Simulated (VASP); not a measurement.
Here is a VASP 6.6.1 calculation.

INCAR

```
  ALGO = Normal
  EDIFF = 1E-6
  ENCUT = 600
  GGA = PE
  GGA_COMPAT = F
  ISIF = 2
  ISMEAR = 0
  LASPH = T
  LCHARG = T
  LELF = T
  LREAL = F
  LVHAR = T
  LWAVE = F
  NBANDS = 16
  NELM = 120
  PREC = Accurate
  SIGMA = 0.2
```

Contents of KPOINTS:

```
k-points
0
Gamma
  6 6 5
```

The input POSCAR:

```
WC
1.0
    2.9437464950      0.0000000000      0.0000000000
    0.0000000000      2.9437464950      0.0000000000
    0.0000000000      0.0000000000      3.0053542109
W C
1 1
Direct
    0.0000000000      0.0000000000      0.0000000000
    0.5000000000      0.5000000000      0.0000000000
```

Potentials or basis: VASP PAW PBE potentials, release 64 (W_sv, C).

Command:

```console
$ cat potpaw_PBE.64/W_sv/POTCAR potpaw_PBE.64/C/POTCAR > POTCAR
$ mpirun -np 1 vasp_std > vasp.out
```

(1) Estimate the pressure.

(2) What does it give for the band gap on the k mesh?

Answers

(1) 0.2 GPa.

(2) zero (band 9 reaches 9.39 eV, above the bottom of band 10 at 6.65 eV).

Caveat: the k points lie up to 0.42 Å⁻¹ apart; spin-orbit coupling is left out, which moves the levels of the heavy elements.
